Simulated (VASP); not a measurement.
**SnSe: single point with PBE**

SnSe:

```
Sn Se
1.0
     0.00000    3.03080    3.03080
     3.03080    0.00000    3.03080
     3.03080    3.03080    0.00000
Sn Se
1 1
Direct
  0.00000 0.00000 0.00000
  0.50000 0.50000 0.50000
```

```json
{"Program": "VASP 6.6.1", "Task": "single point", "Functional": "PBE", "Potentials or basis": "VASP PAW PBE potentials, release 64 (Sn_d, Se)", "Cutoff": "520 eV", "k mesh": "10 × 10 × 10", "Occupations": "gaussian, width 0.02 eV", "Spin": "no spin polarisation", "Dipole correction": "no", "Further INCAR settings": "ALGO = Normal; EDIFF = 1e-06; NBANDS = 17"}
```

The pressure is 0.0 GPa. The band gap on the k mesh is 0.49 eV (least direct gap 0.49 eV).

Levels at points of the mesh, in eV from the valence-band top:
```tsv
k point	band 6	band 7	band 8	band 9	band 10	band 11	band 12	band 13	band 14	band 15
(0.00, 0.00, 0.00)	-13.74	-5.14	-2.14	-2.14	-2.14	4.23	4.23	4.23	5.88	5.88
(0.50, 0.00, 0.00)	-12.85	-7.96	-1.90	-1.90	0.00	0.49	1.25	1.25	8.19	10.02
(0.50, 0.50, 0.00)	-12.59	-6.02	-5.33	-3.55	-3.55	3.09	5.22	5.22	5.83	10.37
```

Wall time 51 s on 1 thread of Intel Xeon 8259CL (shared host), peak memory 0.2 GiB.

Caveat: spin-orbit coupling is left out, which moves the levels of the heavy elements. A k mesh can miss the band edges.
